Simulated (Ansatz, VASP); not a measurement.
**MgO: VASP beside Ansatz**

INCAR

```
SYSTEM = MgO
ALGO = Normal
EDIFF = 1E-6
ENCUT = 520
GGA = PS
ISIF = 2
ISMEAR = -1
LASPH = .TRUE.
LCHARG = .FALSE.
LREAL = .FALSE.
LWAVE = .FALSE.
NBANDS = 11
NELM = 80
PREC = Accurate
SIGMA = 0.05
```

Contents of KPOINTS:

```
k-points
0
G
  15 15 15
  0 0 0
```

The input POSCAR:

```
MgO
1.0
    0.0000000000      1.8885787445      1.8885787445
    1.8885787445      0.0000000000      1.8885787445
    1.8885787445      1.8885787445      0.0000000000
Mg O
1 1
Direct
    0.0000000000      0.0000000000      0.0000000000
    0.5000000000      0.5000000000      0.5000000000
```

Input for Ansatz:

```yaml
crystal:
  lattice:
    - [0.0, 1.8885787445, 1.8885787445]
    - [1.8885787445, 0.0, 1.8885787445]
    - [1.8885787445, 1.8885787445, 0.0]
  atoms:
    - { symbol: Mg, position: [0.0, 0.0, 0.0] }
    - { symbol: O, position: [0.5, 0.5, 0.5] }
kpoints:
  mp_grid: { grid: [15, 15, 15] }
scf:
  occupations: { method: fermi_dirac, width: 0.05 }
hamiltonian:
  xc: pbesol
  pseudopotentials: { kind: paw }
output:
  forces: true
  stress: true
  eigenvalues: true
  populations: true
  write_density: true
  write_potential: true
  elf: true
  volumetric_format: npy
```

Change from the starting cell: volume scaled by 0.72, PAW files.

Alike in both runs: task single point; functional PBEsol; k mesh 15 × 15 × 15; occupations fermi-dirac, width 0.05 eV; no spin polarisation.

|  | VASP | Ansatz |
| --- | --- | --- |
| version | VASP 6.6.1 | Ansatz 0.2.0 |
| potentials or method | VASP PAW PBE potentials, release 64 (Mg, O) | PAW with Ansatz's default frozen-core files, scalar-relativistic |
| plane-wave cutoff (eV) | 520 | 420 |
| valence electrons in the cell | 8 | 16 |

```tsv
	VASP	Ansatz	Ansatz less VASP
gap on the k mesh at the Fermi level (eV)	8.51	8.48	-0.031
pressure (GPa)	103.5	101.8	-1.72
```

VASP's potentials were made for PBE, not for PBEsol. Both programs put the cell under a high pressure, so it lies far from rest at this level. VASP's potentials hold 8 valence electrons a cell and Ansatz's 16, so a difference there can come from the potentials and not from the codes.

Noted on VASP's run: the cell as given lies far from equilibrium.
